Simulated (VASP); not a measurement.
A run of VASP 6.6.1 is set up as follows.

POSCAR

```
Ca3CdF8
1.0
    3.8394915705     -5.4268058284      0.0000000000
    3.8394915705      5.4268058284      0.0000000000
    0.0000000000      0.0000000000      3.8351405034
Ca F Cd
3 8 1
Direct
    0.0000000000      0.5000000000      0.0000000000
    0.0000000000      0.0000000000      0.5000000000
    0.5000000000      0.0000000000      0.0000000000
    0.3757082200      0.1261540443      0.5000000000
    0.1261540443      0.3757082200      0.5000000000
    0.8746346378      0.1253653622      0.0000000000
    0.6243384309      0.3756615691      0.0000000000
    0.3756615691      0.6243384309      0.0000000000
    0.1253653622      0.8746346378      0.0000000000
    0.8738459557      0.6242917800      0.5000000000
    0.6242917800      0.8738459557      0.5000000000
    0.5000000000      0.5000000000      0.5000000000
```

The input INCAR.step1:

```
PREC     = Accurate       # precision mode
ENCUT    = 520            # plane-wave cutoff, eV
EDIFF    = 1E-5           # SCF threshold, eV
ISMEAR   = 0              # smearing method
SIGMA    = 0.01           # smearing width, eV
LREAL    = False          # projectors in reciprocal space
LASPH    = True           # aspherical terms in the spheres
NELM     = 60             # most SCF steps
ALGO     = Normal         # electronic algorithm
ISIF     = 2              # what is computed and relaxed
LWAVE    = True           # write WAVECAR
LCHARG   = False          # write CHGCAR
NBANDS   = 61             # bands
GGA      = PE             # functional
KPAR     = 4
```

INCAR.step2

```
PREC     = Accurate       # precision mode
ENCUT    = 520            # plane-wave cutoff, eV
EDIFF    = 1E-6           # SCF threshold, eV
ISMEAR   = 0              # smearing method
SIGMA    = 0.01           # smearing width, eV
LREAL    = False          # projectors in reciprocal space
LASPH    = True           # aspherical terms in the spheres
NELM     = 60             # most SCF steps
ALGO     = Normal         # electronic algorithm
ISIF     = 2              # what is computed and relaxed
LWAVE    = False          # write WAVECAR
LCHARG   = False          # write CHGCAR
GGA      = PE             # functional
LHFCALC  = True           # exact exchange
HFSCREEN = 0.2079         # screening, 1/A
PRECFOCK = Fast         
NBANDS   = 61             # bands
ISTART   = 1            
KPAR     = 4
```

Contents of KPOINTS:

```
regular mesh
0
Gamma
  2 2 4
```

Potentials or basis: VASP PAW PBE potentials, release 64 (Ca_sv, F, Cd).

Run with:

```sh
$ cat potpaw_PBE.64/Ca_sv/POTCAR potpaw_PBE.64/F/POTCAR potpaw_PBE.64/Cd/POTCAR > POTCAR
$ cp INCAR.step1 INCAR
$ mpirun -np 4 vasp_std > vasp.out
$ cp INCAR.step2 INCAR
$ mpirun -np 4 vasp_std > vasp.out
```

(1) Estimate the pressure.

(2) Estimate the band gap on the k mesh.

(3) Estimate the largest force.

Results:

(1) 2.0 GPa.

(2) 7.41 eV (least direct gap 7.48 eV).

(3) 0.029 eV/Å.

Caveat: the k points lie up to 0.50 Å⁻¹ apart; the PAW data sets were made with another functional, which shifts forces and pressure a little.
